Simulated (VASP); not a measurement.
# In3GaP4: single point with PBE

The system is In3GaP4.

```
In Ga P
1.0
     5.59563    0.00000    0.00000
     0.00000    5.59563    0.00000
     0.00000    0.00000    5.59563
In Ga P
3 1 4
Direct
  0.00000 0.00000 0.50000
  0.00000 0.50000 0.00000
  0.50000 0.00000 0.00000
  0.50000 0.50000 0.50000
  0.25000 0.25000 0.25000
  0.25000 0.75000 0.75000
  0.75000 0.25000 0.75000
  0.75000 0.75000 0.25000
```

| Quantity | Value |
| --- | --- |
| Program | VASP 6.6.1 |
| Task | single point |
| Functional | PBE |
| Potentials or basis | VASP PAW PBE potentials, release 64 (In_d, Ga_d, P) |
| Cutoff | 520 eV |
| k mesh | 4 × 4 × 4 |
| Occupations | gaussian, width 0.1 eV |
| Spin | no spin polarisation |
| Dipole correction | no |
| Further INCAR settings | ALGO = Normal; EDIFF = 1e-06; NBANDS = 46 |

The pressure is 12.1 GPa and the band gap on the k mesh is 1.08 eV (least direct gap 1.25 eV).

Levels at points of the mesh, in eV from the valence-band top:
```csv
k point,band 33,band 34,band 35,band 36,band 37,band 38,band 39,band 40
"(0.00, 0.00, 0.00)",-2.70,0.00,0.00,0.00,1.25,1.56,1.56,1.56
"(0.50, 0.00, 0.00)",-1.75,-1.75,-1.64,-1.64,2.22,2.29,3.37,3.57
"(0.50, 0.50, 0.00)",-1.27,-1.27,-1.19,-1.17,2.76,3.19,3.39,3.39
"(0.50, 0.50, 0.50)",-1.14,-1.05,-1.05,-1.05,1.08,1.95,1.95,1.95
```

Run time: 66 s on 1 thread of Intel(R) Xeon(R) Platinum 8488C (Sapphire Rapids), with other jobs on the host, peak memory 0.29 GiB.

Caveat: the cell stands under pressure; spin-orbit coupling is left out, which moves the levels of the heavy elements. A k mesh can miss the band edges.
